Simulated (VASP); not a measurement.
Runs of VASP 6.6.1 on Re. It takes space group R-3m (No. 166, trigonal). The conventional cell has a = 2.768 Å, b = 2.768 Å, c = 20.096 Å, α = 90.00°, β = 90.00°, γ = 120.00°. Re (site symmetry -3m) has 12 Re at 2.75 to 2.77 Å within 3.6 Å. Re (site symmetry 3m) has 12 Re at 2.74 to 2.77 Å within 3.6 Å. 

```tsv
smearing	gap on the mesh (eV)	pressure (GPa)	largest force (eV/Å)
gaussian 0.05 eV	none	-6.4	0.05
gaussian 0.025 eV	none	-6.4	0.05
gaussian 0.25 eV	none	-6.4	(a)
gaussian 0.1 eV	none	-6.4	0.03
gaussian 0.15 eV	none	-6.4	0.02
```

Alike in all rows: task single point; level PBEsol; potentials or basis VASP PAW PBE potentials, release 64 (Re); no spin polarisation; cell as given; k mesh 11 × 11 × 11; cutoff (eV) 520.

Task: Fill in the values left out.

Result: (a) 0.01.

Caveats: the PAW data sets were made with another functional, which shifts forces and pressure a little; spin-orbit coupling is left out, which moves the levels of the heavy elements.

A k mesh can miss the band edges, and the runs leave out spin-orbit coupling on Re.

A gap of «none» marks levels without a gap at the run's occupations.
